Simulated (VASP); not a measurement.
Runs of VASP 6.6.1 on GaAs. The structure is that of space group P-6m2 (No. 187), or close to it. The cells are those of the table. 

```csv
level,potentials or basis,spin,cell,k mesh,smearing,grid for exact exchange (PRECFOCK),screening parameter,gap on the mesh (eV),pressure (GPa)
PBE,"VASP PAW PBE potentials, release 64 (Ga_d, As)",off,"a = 3.606, b = 3.606, c = 3.573 Å, angles 90.0, 90.0, 120.0°, 2 atoms",5 × 5 × 5,fermi-dirac 0.03 eV,-,-,none,-0.6
PBE,"VASP PAW PBE potentials, release 64 (Ga_d, As)","non-collinear, zero start, SOC","a = 3.606, b = 3.606, c = 3.573 Å, angles 90.0, 90.0, 120.0°, 2 atoms",7 × 7 × 6,fermi-dirac 0.05 eV,-,-,-,-0.6
B3LYP,"VASP PAW PBE potentials, release 64 (Ga_d, As)",off,"a = 3.606, b = 3.606, c = 3.573 Å, angles 90.0, 90.0, 120.0°, 2 atoms",5 × 5 × 4,fermi-dirac 0.05 eV,Normal,-,none,2.2
PBE,"VASP PAW PBE potentials, release 64 (Ga_d, As)",off,"a = 3.821, b = 3.821, c = 3.257 Å, angles 90.0, 90.0, 120.0°, 2 atoms",9 × 9 × 8,fermi-dirac 0.05 eV,-,-,none,0.2
LDA,"VASP PAW LDA potentials, release 64 (Ga_d, As)",off,"a = 3.606, b = 3.606, c = 3.573 Å, angles 90.0, 90.0, 120.0°, 2 atoms",9 × 9 × 8,fermi-dirac 0.05 eV,-,-,none,(a)
LDA,"VASP PAW LDA potentials, release 64 (Ga_d, As)",off,"a = 3.630, b = 3.630, c = 3.294 Å, angles 90.0, 90.0, 120.0°, 2 atoms",9 × 9 × 8,fermi-dirac 0.05 eV,-,-,none,0.3
PBE,"VASP PAW PBE potentials, release 64 (Ga_d, As)",off,"a = 3.606, b = 3.606, c = 3.573 Å, angles 90.0, 90.0, 120.0°, 2 atoms",9 × 9 × 8,gaussian 0.011 eV,-,-,none,(b)
HSE06,"VASP PAW PBE potentials, release 64 (Ga_d, As)",off,"a = 3.945, b = 3.945, c = 3.037 Å, angles 90.0, 90.0, 120.0°, 2 atoms",5 × 5 × 4,fermi-dirac 0.05 eV,Normal,0.2079 1/Å,none,-0.1
```

Alike in all rows: task single point; cutoff (eV) 520.

Problem. Fill in the values left out.

Solution. (a) -5.5; (b) -0.4.

Caveats: some runs use coarse meshes; the PAW data sets were made with another functional, which shifts forces and pressure a little (some runs).

A k mesh can miss the band edges, and rows without SOC leave out spin-orbit coupling on As, Ga.

A gap of «none» marks levels without a gap at the run's occupations.
